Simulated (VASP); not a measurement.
# Hf in VASP: further runs

Hf is run at these levels: PBEsol, PBE; tasks: single point.

Program: VASP 6.6.1. These are calculated values, not measurements. Logs are shortened: lines on timing, memory, paths and dates and some standing lists are left out, and cuts for length are marked.

## Step 1: The cell of the first run

The cell holds a slab with vacuum, 6 atoms: a = 3.200 Å, b = 3.200 Å, c = 28.656 Å, α = 90.00°, β = 90.00°, γ = 60.00°.

## Step 2: Single point, PBEsol

The input, INCAR:

```
PREC = Accurate
ENCUT = 520
EDIFF = 1E-7
ISMEAR = 1
SIGMA = 0.1
LREAL = F
LASPH = T
NELM = 60
ALGO = Normal
ISIF = 2
LWAVE = F
LCHARG = F
LDIPOL = T
IDIPOL = 3
DIPOL = 0.5 0.5 0.500
GGA = PS
NBANDS = 39
```

The input, KPOINTS:

```
Automatic mesh
0
Gamma
  12 12 1
```

The input, POSCAR:

```
Hf
1.0
    3.1999999999      0.0000000000      0.0000000000
    1.6000000000      2.7712812921      0.0000000000
    0.0000000000      0.0000000000     28.6560000000
Hf
6
Direct
    0.6666666667      0.6666666667      0.2872679342
    0.0000000000      0.0000000000      0.3683550070
    0.6666666667      0.6666666667      0.4574382710
    0.0000000000      0.0000000000      0.5425617293
    0.6666666667      0.6666666667      0.6316449922
    0.0000000000      0.0000000000      0.7127320664
```

Potentials or basis: VASP PAW PBE potentials, release 64 (Hf_pv).

Started as:

```bash
$ cat potpaw_PBE.64/Hf_pv/POTCAR > POTCAR
$ mpirun -np 1 vasp_std > vasp.out
```

OUTCAR:

```text
PREC = Accurate
   ENCUT = 520
   EDIFF = 1E-7
   ISMEAR = 1
   LREAL = F
   LASPH = T
   NELM = 60
   ISIF = 2
   GGA = PS

 ion  position               nearest neighbor table
   1  0.667  0.667  0.287-   2 2.97   2 2.97   2 2.97
   2  0.000  0.000  0.368-   1 2.97   1 2.97   1 2.97   3 3.15   3 3.15   3 3.15
   3  0.667  0.667  0.457-   4 3.06   4 3.06   4 3.06   2 3.15   2 3.15   2 3.15
   4  0.000  0.000  0.543-   3 3.06   3 3.06   3 3.06   5 3.15   5 3.15   5 3.15
   5  0.667  0.667  0.632-   6 2.97   6 2.97   6 2.97   4 3.15   4 3.15   4 3.15
   6  0.000  0.000  0.713-   5 2.97   5 2.97   5 2.97

  LATTYP: Found a hexagonal cell.
 ALAT       =     3.2000000000
 C/A-ratio  =     8.9550000000

  Lattice vectors:

 A1 = (  -1.6000000000,  -2.7712812921,   0.0000000000)
 A2 = (   3.1999999999,   0.0000000000,   0.0000000000)
 A3 = (   0.0000000000,   0.0000000000,  28.6560000000)

Analysis of symmetry for initial positions (statically):
=====================================================================
 Subroutine PRICEL returns:
 Original cell was already a primitive cell.

 Routine SETGRP: Setting up the symmetry group for a
 hexagonal supercell.

 Subroutine GETGRP returns: Found 12 space group operations
 (whereof  6 operations were pure point group operations)
 out of a pool of 24 trial point group operations.

The static configuration has the point symmetry C_3v.
 The point group associated with its full space group is D_3d.

Analysis of symmetry for dynamics (positions and initial velocities):
=====================================================================
 Subroutine PRICEL returns:
 Original cell was already a primitive cell.

 Routine SETGRP: Setting up the symmetry group for a
 hexagonal supercell.

 Subroutine GETGRP returns: Found 12 space group operations
 (whereof  6 operations were pure point group operations)
 out of a pool of 24 trial point group operations.

The dynamic configuration has the point symmetry C_3v.
 The point group associated with its full space group is D_3d.

 Subroutine INISYM returns: Found 12 space group operations
 (whereof  6 operations are pure point group operations),
 and found     1 'primitive' translations

----------------------------------------------------------------------------------------

                                     Primitive cell

  volume of cell :     254.1243

  direct lattice vectors                    reciprocal lattice vectors
     3.200000000  0.000000000  0.000000000     0.312500000 -0.180421959  0.000000000
     1.600000000  2.771281292  0.000000000     0.000000000  0.360843918  0.000000000
     0.000000000  0.000000000 28.656000000     0.000000000  0.000000000  0.034896706

  length of vectors
     3.200000000  3.200000000 28.656000000     0.360843918  0.360843918  0.034896706

  position of ions in fractional coordinates (direct lattice)
     0.666666667  0.666666667  0.287267934
     0.000000000  0.000000000  0.368355007
     0.666666667  0.666666667  0.457438271
     0.000000000  0.000000000  0.542561729
     0.666666667  0.666666667  0.631644992
     0.000000000  0.000000000  0.712732066

  ion indices of the primitive-cell ions
   primitive index   ion index
                 1           1
                 2           2
                 3           3
                 4           4
                 5           5
                 6           6

----------------------------------------------------------------------------------------

 KPOINTS: Automatic mesh

Automatic generation of k-mesh.
 Grid dimensions read from file:
 generate k-points for:   12   12    1

 Generating k-lattice:

  Cartesian coordinates                     Fractional coordinates (reciprocal lattice)
     0.026041667 -0.015035163  0.000000000     0.083333333  0.000000000  0.000000000
     0.000000000  0.030070327  0.000000000     0.000000000  0.083333333  0.000000000
     0.000000000  0.000000000  0.034896706     0.000000000  0.000000000  1.000000000

  Length of vectors
     0.030070327  0.030070327  0.034896706

  Shift w.r.t. Gamma in fractional coordinates (k-lattice)
     0.000000000  0.000000000  0.000000000

 Subroutine IBZKPT returns following result:
 ===========================================

 Found     19 irreducible k-points:

 Following reciprocal coordinates:
            Coordinates               Weight
  0.000000  0.000000  0.000000      1.000000
  0.083333  0.000000  0.000000      6.000000
  0.166667  0.000000  0.000000      6.000000
  0.250000  0.000000  0.000000      6.000000
  0.333333  0.000000  0.000000      6.000000
  0.416667  0.000000  0.000000      6.000000
[... 11 lines left out ...]
 -0.416667  0.250000  0.000000     12.000000
 -0.333333  0.333333  0.000000      2.000000
   k-points           NKPTS =     19   k-points in BZ     NKDIM =     19   number of bands    NBANDS=     39
   number of dos      NEDOS =    301   number of ions     NIONS =      6
   total plane-waves  NPLWV = 124416
   dimension x,y,z NGX =    24 NGY =   24 NGZ =  216
   dimension x,y,z NGXF=    48 NGYF=   48 NGZF=  432
   ions per type =               6
   NGX,Y,Z   is equivalent  to a cutoff of  12.47, 12.47, 12.53 a.u.
   NGXF,Y,Z  is equivalent  to a cutoff of  24.94, 24.94, 25.06 a.u.
 SYSTEM =  unknown system
   PREC   = accura    normal or accurate (medium, high low for compatibility)
   ISTART =      0    job   : 0-new  1-cont  2-samecut
   ICHARG =      2    charge: 1-file 2-atom 10-const
   ISPIN  =      1    spin polarized calculation?
   LNONCOLLINEAR =      F non collinear calculations
   LSORBIT =      F    spin-orbit coupling
   LASPH  =      T    aspherical Exc in radial PAW
   ENCUT  =  520.0 eV  38.22 Ry    6.18 a.u.   5.95  5.95 53.28*2*pi/ulx,y,z
   NELM   =     60;   NELMIN=  2; NELMDL= -5     # of ELM steps
   EDIFF  = 0.1E-06   stopping-criterion for ELM
   LREAL  =      F    real-space projection
   EDIFFG = 0.1E-05   stopping-criterion for IOM
   NSW    =      0    number of steps for IOM
   IBRION =     -1    ionic relax: 0-MD 1-quasi-New 2-CG
   NFREE  =      0    steps in history (QN), initial steepest desc. (CG)
   ISIF   =      2    stress and relaxation
   ISYM   =      2    0-nonsym 1-usesym 2-fastsym
   POTIM  = 0.5000    time-step for ionic-motion
   TEBEG  =    0.0;   TEEND  =   0.0 temperature during run
   PSTRESS=    0.0 pullay stress
   NELECT =      60.0000    total number of electrons
   NUPDOWN=      -1.0000    fix difference up-down
   EMIN   =  10.00;   EMAX   =-10.00  energy-range for DOS
   EFERMI =   0.00;   METHOD = LEGACY
   ISMEAR =     1;   SIGMA  =   0.10  broadening in eV -4-tet -1-fermi 0-gaus
   EFERMI_NEDOS =   21; number of points for ismear=-14 and -15
   IALGO  =     38    algorithm
   IMIX   =      4    mixing-type and parameters
     AMIX     =   0.40;   BMIX     =  1.00
     AMIX_MAG =   1.60;   BMIX_MAG =  1.00
  volume/ion in A,a.u.               =      42.35       285.82
  Fermi-wavevector in a.u.,A,eV,Ry     =   1.011835  1.912092 13.929792  1.023811
  Thomas-Fermi vector in A             =   2.144909
   LORBIT       =      0    0 simple, 1 ext, 2 COOP (PROOUT), +10 PAW based schemes
   GGA     = PS    functional components
   LHFCALC =     F    Hartree Fock is set to
   AEXX    =    0.0000 exact exchange contribution
   IVDW    =     0    specifies the selected vdW correction
   LEPSILON=     F    determine dielectric tensor
   LRPA    =     F    only Hartree local field effects (RPA)
 non-spin polarized calculation
 Methfessel and Paxton  Order N= 1 SIGMA  =   0.10
  energy-cutoff  :      520.00
  volume of cell :      254.12
 maximum number of plane-waves:      6897
   NGX = 11   NGY = 11   NGZ =107

 dipolmoment           0.000000      0.000000     -0.000000 electrons x Angstroem

 number of electron      60.0000011 magnetization

 dipolmoment           0.000000      0.000000      0.000000 electrons x Angstroem

 Free energy of the ion-electron system (eV)
  ---------------------------------------------------
  ext. energy  EPLUGINS =         0.00000000
  ---------------------------------------------------
  free energy    TOTEN  =       -60.89581708 eV

  energy without entropy =      -60.89141094  energy(sigma->0) =      -60.89434837

 E-fermi :   0.4864     XC(G=0):  -6.6366

 val. band max:        0.4797062615   @ k =   0.1667   0.0833   0.0000
 cond. band min:       0.4923313915   @ k =   0.4167   0.0833   0.0000
 fundamental gap:      0.0126251300
 Fermi energy:         0.4863679597

 k-point     1 :       0.0000    0.0000    0.0000
  band No.  band energies     occupation
      1     -30.5483      2.00000
      2     -30.5114      2.00000
      3     -30.3441      2.00000
      4     -29.9564      2.00000
      5     -29.8931      2.00000
      6     -29.8931      2.00000
[... 31 lines left out ...]
     38       1.9814     -0.00000
     39       1.9814     -0.00000

 k-point     2 :       0.0833    0.0000    0.0000
  band No.  band energies     occupation
      1     -30.5335      2.00000
      2     -30.5010      2.00000
      3     -30.3392      2.00000
      4     -29.9874      2.00000
      5     -29.9397      2.00000
      6     -29.9168      2.00000
[... 31 lines left out ...]
     38       1.9033     -0.00000
     39       1.9631     -0.00000

 k-point     3 :       0.1667    0.0000    0.0000
  band No.  band energies     occupation
      1     -30.4937      2.00000
      2     -30.4740      2.00000
      3     -30.3277      2.00000
      4     -30.0861      2.00000
      5     -30.0560      2.00000
      6     -29.9798      2.00000
[... 31 lines left out ...]
     38       1.9880     -0.00000
     39       2.0438     -0.00000

 k-point     4 :       0.2500    0.0000    0.0000
  band No.  band energies     occupation
      1     -30.4462      2.00000
      2     -30.4430      2.00000
      3     -30.3192      2.00000
      4     -30.2237      2.00000
      5     -30.1967      2.00000
      6     -30.0876      2.00000
[... 31 lines left out ...]
     38       2.0521     -0.00000
     39       2.3597     -0.00000
[... 544 lines left out ...]
     38       2.0237     -0.00000
     39       2.2891     -0.00000

 k-point    18 :      -0.4167    0.2500    0.0000
  band No.  band energies     occupation
      1     -30.4127      2.00000
      2     -30.4094      2.00000
      3     -30.3726      2.00000
      4     -30.3643      2.00000
      5     -30.2712      2.00000
      6     -30.2478      2.00000
[... 31 lines left out ...]
     38       2.5001      0.00000
     39       2.6578      0.00000

 k-point    19 :      -0.3333    0.3333    0.0000
  band No.  band energies     occupation
      1     -30.3665      2.00000
      2     -30.3665      2.00000
      3     -30.3565      2.00000
      4     -30.3565      2.00000
      5     -30.3116      2.00000
      6     -30.3103      2.00000
[... 31 lines left out ...]
     38       2.6878      0.00000
     39       2.8105      0.00000

------------------------ aborting loop because EDIFF is reached ----------------------------------------

 vacuum level on the upper side and lower side of the slab       (xc-potential included)        -0.112        -0.112

  FORCE on cell =-STRESS in cart. coord.  units (eV):
  Direction    XX          YY          ZZ          XY          YZ          ZX
  --------------------------------------------------------------------------------------
  -------------------------------------------------------------------------------------
  Total       -3.9178315     -3.9178315     -0.3616714     -0.0000000      0.0000000      0.0000000
  in kB      -24.7007522    -24.7007522     -2.2802294     -0.0000000      0.0000000      0.0000000
  external PRESSURE =     -17.2272446 kB  Pullay stress =       0.0000000 kB

 VOLUME and BASIS-vectors are now :
 -----------------------------------------------------------------------------
  energy-cutoff  :      520.00
  volume of cell :      254.12
      direct lattice vectors                 reciprocal lattice vectors
     3.200000000  0.000000000  0.000000000     0.312500000 -0.180421959  0.000000000
     1.600000000  2.771281292  0.000000000     0.000000000  0.360843918  0.000000000
     0.000000000  0.000000000 28.656000000     0.000000000  0.000000000  0.034896706

 POSITION                                       TOTAL-FORCE (eV/Angst)
 -----------------------------------------------------------------------------------
      3.20000      1.84752      8.23195         0.000000      0.000000      0.043816
      0.00000      0.00000     10.55558         0.000000      0.000000     -0.026596
      3.20000      1.84752     13.10835         0.000000      0.000000      0.004520
      0.00000      0.00000     15.54765         0.000000      0.000000     -0.004520
      3.20000      1.84752     18.10042        -0.000000     -0.000000      0.026596
      0.00000      0.00000     20.42405        -0.000000     -0.000000     -0.043816
 -----------------------------------------------------------------------------------
    total drift:                               -0.000000     -0.000000      0.000042

  FREE ENERGIE OF THE ION-ELECTRON SYSTEM (eV)
  ---------------------------------------------------
  free  energy   TOTEN  =       -60.8958170795 eV

  energy  without entropy=      -60.8914109406  energy(sigma->0) =      -60.89434837

 vacuum level on the upper side and lower side of the slab         4.798         4.798
```

Wall time 10 min (1 thread of Intel Xeon Platinum 8259CL at 2.50GHz (Skylake/Cascade Lake), shared host); peak memory 0.41 GiB.

Results:

```yaml
Free_energy: -60.8958 eV
Largest_force: 0.044 eV/Å
Band_gap_on_the_k_mesh: zero (band 30 reaches 1.42 eV, above the bottom of band 31 at 0.00 eV)
```

Forces on the atoms (eV/Å):
```
Hf   0.000  0.000  0.044
Hf   0.000  0.000 -0.027
Hf   0.000  0.000  0.005
Hf   0.000  0.000 -0.005
Hf   0.000  0.000  0.027
Hf   0.000  0.000 -0.044
```

Caveat: the PAW data sets were made with another functional, which shifts forces and pressure a little; spin-orbit coupling is left out, which moves the levels of the heavy elements.

## Step 3: Single point, PBE

This run uses another cell than the first one, of 42.50 Å³/atom, 1.003 times its volume.

The input, INCAR:

```
PREC = Accurate
ENCUT = 520
EDIFF = 1E-6
ISMEAR = 1
SIGMA = 0.1
LREAL = False
LASPH = True
NELM = 80
ALGO = Normal
ISIF = 2
LWAVE = False
LCHARG = True
LDIPOL = True
IDIPOL = 3
DIPOL = 0.5 0.5 0.500
GGA = PE
LELF = True
LVHAR = True
LVACPOTAV = True
NBANDS = 39
```

KPOINTS is that of step 2.

The input, POSCAR:

```
Hf
1.0
    3.2048063916      0.0000000000      0.0000000000
    1.6024031958      2.7754437493      0.0000000000
    0.0000000000      0.0000000000     28.6679057240
Hf
6
Direct
    0.6666666667      0.6666666667      0.2828711262
    0.0000000000      0.0000000000      0.3655447886
    0.6666666667      0.6666666667      0.4566153630
    0.0000000000      0.0000000000      0.5433846524
    0.6666666667      0.6666666667      0.6344552094
    0.0000000000      0.0000000000      0.7171288605
```

Potentials or basis: VASP PAW PBE potentials, release 64 (Hf_pv).

Started as:

```bash
$ cat potpaw_PBE.64/Hf_pv/POTCAR > POTCAR
$ mpirun -np 1 vasp_std > vasp.out
```

Run time: 8.5 min. Hardware: 1 thread of Intel Xeon Platinum 8259CL at 2.50GHz (Skylake/Cascade Lake), shared host; peak memory 0.41 GiB.

The run converged. Its results:

```
Free energy            : -57.6253 eV
Largest force          : 0.045 eV/Å
Band gap on the k mesh : zero (band 30 reaches 1.65 eV, above the bottom of band 31 at 0.13 eV)
```

Forces on the atoms (eV/Å):
```
Hf   0.000  0.000  0.045
Hf   0.000  0.000 -0.035
Hf   0.000  0.000  0.003
Hf   0.000  0.000 -0.003
Hf   0.000  0.000  0.035
Hf   0.000  0.000 -0.045
```

Levels at points of the mesh, in eV from the Fermi level:
```csv
k point,band 26,band 27,band 28,band 29,band 30,band 31,band 32,band 33,band 34,band 35
"(0.00, 0.00, 0.00)",-0.18,0.29,0.49,0.82,1.04,1.04,1.04,1.04,1.15,1.15
"(0.50, 0.00, 0.00)",-1.45,-1.17,-0.97,-0.92,0.32,0.44,0.97,1.20,1.29,1.33
```

Caveat: spin-orbit coupling is left out, which moves the levels of the heavy elements.

## Step 4: Single point, PBEsol

This run uses another cell than the first one, of 52.57 Å³/atom, 1.241 times its volume.

The input, INCAR:

```
ALGO = Normal
DIPOL = 0.5 0.5 0.500
EDIFF = 1E-6
ENCUT = 520
GGA = PS
IDIPOL = 3
ISIF = 2
ISMEAR = 1
LASPH = True
LCHARG = True
LDIPOL = True
LELF = True
LREAL = False
LVACPOTAV = True
LVHAR = True
LWAVE = False
NBANDS = 39
NELM = 100
PREC = Accurate
SIGMA = 0.1
```

The input, KPOINTS:

```
k-points
0
Gamma
  12 12 1
```

The input, POSCAR:

```
Hf
1.0
    3.1590465010      0.0000000000      0.0000000000
    1.5795232500      2.7358145220      0.0000000000
    0.0000000000      0.0000000000     36.4984132530
Hf
6
Direct
    0.6666666667      0.6666666667      0.3287814162
    0.0000000000      0.0000000000      0.3972688497
    0.6666666667      0.6666666667      0.4657562832
    0.0000000000      0.0000000000      0.5342437168
    0.6666666667      0.6666666667      0.6027311503
    0.0000000000      0.0000000000      0.6712185838
```

Started as:

```bash
$ cat potpaw_PBE.64/Hf_pv/POTCAR > POTCAR
$ mpirun -np 1 vasp_std > vasp.out
```

It took 14 min on 1 thread of Intel Xeon Platinum 8259CL at 2.50GHz (Skylake/Cascade Lake), shared host; peak memory 0.52 GiB.

It converged, with:

```yaml
Free_energy: -60.8301 eV
Largest_force: 0.781 eV/Å
Band_gap_on_the_k_mesh: zero (band 30 reaches 0.41 eV, above the bottom of band 31 at -0.98 eV)
```

Forces in eV/Å, atoms in the order of the input:
```
Hf   0.000  0.000  0.699
Hf   0.000  0.000 -0.781
Hf   0.000  0.000  0.100
Hf   0.000  0.000 -0.100
Hf   0.000  0.000  0.781
Hf   0.000  0.000 -0.699
```

Levels at points of the mesh, in eV from the Fermi level:
```csv
k point,band 27,band 28,band 29,band 30,band 31,band 32,band 33,band 34
"(0.00, 0.00, 0.00)",0.32,0.33,0.70,0.91,1.05,1.05,1.06,1.06
"(0.50, 0.00, 0.00)",-1.18,-1.08,-1.04,0.21,0.42,0.98,1.23,1.25
```

Caveat: the PAW data sets were made with another functional, which shifts forces and pressure a little; spin-orbit coupling is left out, which moves the levels of the heavy elements.

## Step 5: The runs side by side

```csv
level,cell,gap on the mesh (eV),largest force (eV/Å)
PBEsol,"a = 3.200, b = 3.200, c = 28.656 Å, angles 90.0, 90.0, 60.0°, 6 atoms",none,0.04
PBE,"a = 3.205, b = 3.205, c = 28.668 Å, angles 90.0, 90.0, 60.0°, 6 atoms",none,0.05
PBEsol,"a = 3.159, b = 3.159, c = 36.498 Å, angles 90.0, 90.0, 60.0°, 6 atoms",none,0.78
```

Alike in all rows: task single point; potentials or basis VASP PAW PBE potentials, release 64 (Hf_pv); no spin polarisation; k mesh 12 × 12 × 1; cutoff (eV) 520; smearing methfessel-paxton 0.1 eV.

Caveats: spin-orbit coupling is left out, which moves the levels of the heavy elements; the PAW data sets were made with another functional, which shifts forces and pressure a little (some runs).

Absolute energies hang on the potentials; compare differences alone.
